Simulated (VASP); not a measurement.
Input of a VASP 6.6.1 run:

The input INCAR:

```
SYSTEM = Se
ALGO     = Normal         ! electronic algorithm
EDIFF    = 1E-6           ! SCF threshold, eV
EDIFFG   = -0.04          ! ionic threshold
ENCUT    = 600            ! plane-wave cutoff, eV
GGA      = PE             ! functional
IBRION   = 2              ! ionic algorithm
ISIF     = 3              ! what is computed and relaxed
ISMEAR   = 0              ! smearing method
LASPH    = .TRUE.         ! aspherical terms in the spheres
LCHARG   = .FALSE.        ! write CHGCAR
LREAL    = .FALSE.        ! projectors in reciprocal space
LWAVE    = .FALSE.        ! write WAVECAR
NELM     = 100            ! most SCF steps
NSW      = 90             ! ionic steps
PREC     = Accurate       ! precision mode
SIGMA    = 0.1            ! smearing width, eV
```

File KPOINTS:

```
k-points
0
G
  6 6 4
  0 0 0
```

The input POSCAR:

```
Se
1.0
    3.5884552100      0.0000000000      0.0000000000
   -1.7942276100      3.1076933800      0.0000000000
    0.0000000000      0.0000000000      5.6200515900
Se
2
Direct
    0.3333333300      0.6666666700      0.0000000000
    0.6666666700      0.3333333300      0.0000000000
```

Potentials or basis: VASP PAW PBE potentials, release 64 (Se).

Run with:

```sh
$ cat potpaw_PBE.64/Se/POTCAR > POTCAR
$ mpirun -np 1 vasp_std > vasp.out
```

Question: Predict the band gap on the k mesh.

Answer: Zero (bands 6 and 7 overlap by 0.88 eV).

Question: Predict the relaxed cell.

Answer: a = 4.451 Å, b = 4.451 Å, c = 5.619 Å, α = 90.00°, β = 90.00°, γ = 120.00°.

Question: Estimate the space group after relaxing (to 0.1 Å).

Answer: P6/mmm (No. 191).

The path:
```csv
step,energy change (eV),largest force (eV/Å),pressure (GPa),volume (Å³)
1,0.0000,0.0000,50.39,62.67
2,-1.9620,0.0000,-3.43,183.92
3,-2.8214,0.0000,-4.19,159.59
4,-3.6481,0.0000,-4.62,139.57
5,-5.0866,0.0000,-0.39,97.33
6,-5.0862,0.0000,0.42,95.37
7,-5.0882,0.0000,-0.02,96.42
```

Caveat: the volume moved by over 15 % at a fixed basis, so the end points are rough.
